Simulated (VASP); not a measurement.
SrSn2As2, 5 atoms in the cell. The structure is trigonal, space group R-3m (No. 166). The conventional cell has a = 4.204 Å, b = 4.204 Å, c = 26.726 Å, α = 90.00°, β = 90.00°, γ = 120.00°. Sr (site symmetry -3m) has 6 As at 3.13 Å and 6 Sn at 4.12 Å and 6 Sr at 4.20 Å within 4.3 Å. Sn (site symmetry 3m) has 3 As at 2.78 Å and 3 Sn at 3.30 Å within 3.7 Å. As (site symmetry 3m) has 3 Sn at 2.78 Å and 3 Sr at 3.13 Å within 3.7 Å. 

- Program: VASP 6.6.1
- Task: single point
- Functional: PBEsol
- Potentials or basis: VASP PAW PBE potentials, release 64 (Sr_sv, Sn_d, As)
- Cutoff: 520 eV
- k mesh: 5 × 5 × 5
- Occupations: fermi-dirac, width 0.1 eV
- Spin: no spin polarisation
- Dipole correction: no
- Further INCAR settings: ALGO = Normal; EDIFF = 1e-06; NBANDS = 32

Potentials or basis: VASP PAW PBE potentials, release 64 (Sr_sv, Sn_d, As).

Launch:

```sh
$ cat potpaw_PBE.64/Sr_sv/POTCAR potpaw_PBE.64/Sn_d/POTCAR potpaw_PBE.64/As/POTCAR > POTCAR
$ mpirun -np 1 vasp_std > vasp.out
```

Hardware: 1 thread of Intel Xeon 8259CL, with other jobs on the host.

Question: Estimate the wall time of this run.

Answer: It took 16 min on 1 thread of Intel Xeon 8259CL, with other jobs on the host, peak memory 0.67 GiB. Counts: scf iterations 13, k points 19.
